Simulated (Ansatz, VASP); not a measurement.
# ZnSe in VASP and in Ansatz

INCAR

```
SYSTEM = ZnSe
PREC     = Accurate       ! precision mode
ENCUT    = 520            ! plane-wave cutoff, eV
EDIFF    = 1E-7           ! SCF threshold, eV
ISMEAR   = 0              ! smearing method
SIGMA    = 0.05           ! smearing width, eV
LREAL    = .False.        ! projectors in reciprocal space
LASPH    = .True.         ! aspherical terms in the spheres
NELM     = 80             ! most SCF steps
ALGO     = Normal         ! electronic algorithm
ISIF     = 2              ! what is computed and relaxed
LWAVE    = .False.        ! write WAVECAR
LCHARG   = .False.        ! write CHGCAR
GGA      = PS             ! functional
NBANDS   = 26             ! bands
```

File KPOINTS:

```
Automatic mesh
0
Gamma
  8 8 6
  0 0 0
```

File POSCAR:

```
ZnSe
1.0
    4.0261152320      0.0000000000      0.0000000000
    0.0000000000      4.0261152320      0.0000000000
    0.0000000000      0.0000000000      5.5286396999
Zn Se
2 2
Direct
    0.0000000000      0.0000000000      0.0000000000
    0.5000000000      0.5000000000      0.0000000000
    0.0000000000      0.5000000000      0.2500800731
    0.5000000000      0.0000000000      0.7499199269
```

Input for Ansatz:

```yaml
crystal:
  lattice:
    - [4.026115232, 0.0, 0.0]
    - [0.0, 4.026115232, 0.0]
    - [0.0, 0.0, 5.5286396999]
  atoms:
    - { symbol: Zn, position: [0.0, 0.0, 0.0] }
    - { symbol: Zn, position: [0.5, 0.5, 0.0] }
    - { symbol: Se, position: [0.0, 0.5, 0.2500800731] }
    - { symbol: Se, position: [0.5, 0.0, 0.7499199269] }
basis:
  ecutwfc: 520.0
kpoints:
  mp_grid: { grid: [8, 8, 6] }
hamiltonian:
  xc: pbesol
  pseudopotentials: { kind: paw, azcp: { folder: soft_1 } }
scf:
  occupations: { method: gaussian, width: 0.05 }
output:
  forces: true
  stress: true
  eigenvalues: true
```

Alike in both runs: task single point; functional PBEsol; k mesh 8 × 8 × 6; occupations gaussian, width 0.05 eV; no spin polarisation.

|  | VASP | Ansatz |
| --- | --- | --- |
| version | VASP 6.6.1 | Ansatz 0.2.0 |
| potentials or method | VASP PAW PBE potentials, release 64 (Zn, Se), cutoff 520 eV | scalar-relativistic, plane waves, PAW |
| valence electrons in the cell | 36 | 56 |

```tsv
	VASP	Ansatz	Ansatz less VASP
gap on the k mesh at the Fermi level (eV)	1.47	1.48	+0.017
least direct gap on the mesh (eV)	1.47	1.48	+0.017
pressure (GPa)	4.3	4.0	-0.34
traceless stress, the component that is largest in VASP (GPa)	0.87	0.88	+0.007
rms of the force components (eV/Å)	0.454	0.428	-0.0264
```

VASP's potentials were made for PBE, not for PBEsol, and Ansatz warns of the same on its side. Atom by atom the forces differ by 0.026 eV/Å (rms over components). VASP's potentials hold 36 valence electrons a cell and Ansatz's 56, so a difference there can come from the potentials and not from the codes.
